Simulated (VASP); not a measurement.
Write the native input for VASP 6.6.1 that does the following.

```
Task                               : relaxation of cell and atoms
Functional                         : PBE-based screened hybrid with 25 % exact exchange
Potentials or basis                : VASP PAW PBE potentials, release 64 (Si, O)
Cutoff                             : 600 eV
k mesh                             : 5 × 5 × 5
Occupations                        : fermi-dirac, width 0.05 eV
Spin                               : no spin polarisation
Dipole correction                  : no
Grid for exact exchange (PRECFOCK) : Normal
Share of exact exchange            : 0.25
Further INCAR settings             : ALGO = Normal; EDIFF = 1e-06; IBRION = 2; EDIFFG = -0.01; NSW = 60; ISIF = 3
Screening parameter                : 0.3 1/Å
```

Crystal: SiO.

```xyz
2
Lattice="2.8070 0.0000 0.0000 0.0000 2.8070 0.0000 0.0000 0.0000 2.8070" Properties=species:S:1:pos:R:3 pbc="T T T"
Si    0.0000    0.0000    0.0000
O     1.4035    1.4035    1.4035
```

The input as run:

POSCAR

```
SiO
1.0
    2.8069700000      0.0000000000      0.0000000000
    0.0000000000      2.8069700000      0.0000000000
    0.0000000000      0.0000000000      2.8069700000
Si O
1 1
Direct
    0.0000000000      0.0000000000      0.0000000000
    0.5000000000      0.5000000000      0.5000000000
```

INCAR.step1

```
SYSTEM = SiO
  PREC = Accurate
  ENCUT = 600
  EDIFF = 1E-5
  ISMEAR = -1
  SIGMA = 0.05
  LREAL = .FALSE.
  LASPH = .TRUE.
  NELM = 80
  ALGO = Normal
  LWAVE = .TRUE.
  LCHARG = .FALSE.
  GGA = PE
  NBANDS = 12
```

INCAR.step2

```
SYSTEM = SiO
  PREC = Accurate
  ENCUT = 600
  EDIFF = 1E-6
  ISMEAR = -1
  SIGMA = 0.05
  LREAL = .FALSE.
  LASPH = .TRUE.
  NELM = 80
  ALGO = Normal
  ISIF = 3
  LWAVE = .FALSE.
  LCHARG = .FALSE.
  GGA = PE
  LHFCALC = .TRUE.
  AEXX = 0.25
  HFSCREEN = 0.3
  PRECFOCK = Normal
  IBRION = 2
  NSW = 60
  EDIFFG = -0.01
  ISTART = 1
```

KPOINTS

```
Automatic mesh
0
G
  5 5 5
  0 0 0
```

Potentials or basis: VASP PAW PBE potentials, release 64 (Si, O).

The run is started by

```sh
$ cat potpaw_PBE.64/Si/POTCAR potpaw_PBE.64/O/POTCAR > POTCAR
$ cp INCAR.step1 INCAR
$ mpirun -np 1 vasp_std > vasp.out
$ cp INCAR.step2 INCAR
$ mpirun -np 1 vasp_std > vasp.out
```

It gave:

```yaml
Relaxed_volume: 10.93 Å³/atom
Relaxed_cell: a = 2.796 Å, b = 2.796 Å, c = 2.796 Å, α = 90.00°, β = 90.00°, γ = 90.00°
Space_group_after_relaxing_to_0.1_Å: Pm-3m (No. 221)
Energy_gained_by_relaxing: 0.7 meV/atom
Ionic_steps: 3
Pressure_after_relaxing: 0.0 GPa
Band_gap_on_the_k_mesh: 0.77 eV (least direct gap 2.26 eV)
```

Caveat: the k points lie up to 0.45 Å⁻¹ apart in the final cell; the PAW data sets were made with another functional, which shifts forces and pressure a little; an odd mesh through Γ misses points on the zone boundary, where band edges can lie.

Run time: 15 min on 1 thread of AMD EPYC 7R13 (shared host), peak memory 0.21 GiB.
